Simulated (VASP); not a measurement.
Runs of VASP 6.6.1 on GaP. The structure is that of space group R-3m (No. 166), or close to it. The cells are those of the table. 

| level | potentials or basis | cell | gap on the mesh (eV) | pressure (GPa) | largest force (eV/Å) |
| --- | --- | --- | --- | --- | --- |
| PBEsol | VASP PAW PBE potentials, release 64 (Ga_d, P) | a = 6.719 Å, angles 33.2°, 4 atoms | 0.74 | 0.1 | 0.20 |
| PBEsol | VASP PAW PBE potentials, release 64 (Ga_d, P) | a = 6.672 Å, angles 33.2°, 4 atoms | 0.73 | 1.9 | 0.27 |
| LDA | VASP PAW LDA potentials, release 64 (Ga_d, P) | a = 6.765 Å, angles 33.2°, 4 atoms | 0.73 | -3.4 | 0.14 |
| PBEsol | VASP PAW PBE potentials, release 64 (Ga_d, P) | a = 6.765 Å, angles 33.2°, 4 atoms | 0.74 | -1.5 | 0.14 |
| r2SCAN | VASP PAW PBE potentials, release 64 (Ga_d, P) | a = 6.672 Å, angles 33.2°, 4 atoms | (b) | (a) | 0.16 |

Alike in all rows: task single point; no spin polarisation; k mesh 8 × 8 × 8; cutoff (eV) 520; smearing fermi-dirac 0.05 eV.

Task: Fill in the values left out.

Result: (a) 2.6; (b) 1.07.

Caveats: the PAW data sets were made with another functional, which shifts forces and pressure a little (some runs).

A k mesh can miss the band edges, and the runs leave out spin-orbit coupling on Ga.
